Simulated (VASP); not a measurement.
Input of a VASP 6.6.1 run:

Contents of INCAR:

```
SYSTEM = Ta
ALGO     = Normal         ! electronic algorithm
EDIFF    = 1E-7           ! SCF threshold, eV
ENCUT    = 520            ! plane-wave cutoff, eV
ISIF     = 2              ! what is computed and relaxed
ISMEAR   = 0              ! smearing method
LASPH    = .TRUE.         ! aspherical terms in the spheres
LCHARG   = .FALSE.        ! write CHGCAR
LREAL    = .FALSE.        ! projectors in reciprocal space
LWAVE    = .FALSE.        ! write WAVECAR
NBANDS   = 12             ! bands
NELM     = 60             ! most SCF steps
PREC     = Accurate       ! precision mode
SIGMA    = 0.05           ! smearing width, eV
```

File KPOINTS:

```
k-points
0
G
  22 22 22
  0 0 0
```

Contents of POSCAR:

```
Ta
1.0
   -1.5639398596      1.5639398596      1.5639398596
    1.5639398596     -1.5639398596      1.5639398596
    1.5639398596      1.5639398596     -1.5639398596
Ta
1
Direct
    0.0000000000      0.0000000000      0.0000000000
```

Potentials or basis: VASP PAW LDA potentials, release 64 (Ta_pv).

The run is started by

```bash
$ cat potpaw_LDA.64/Ta_pv/POTCAR > POTCAR
$ mpirun -np 1 vasp_std > vasp.out
```

Question: Estimate the band gap on the k mesh.

Answer: Zero (an odd number of electrons rules out a gap without spin polarisation).

Question: Estimate the pressure.

Answer: 33.3 GPa.

Caveat: the cell stands under pressure; spin-orbit coupling is left out, which moves the levels of the heavy elements.
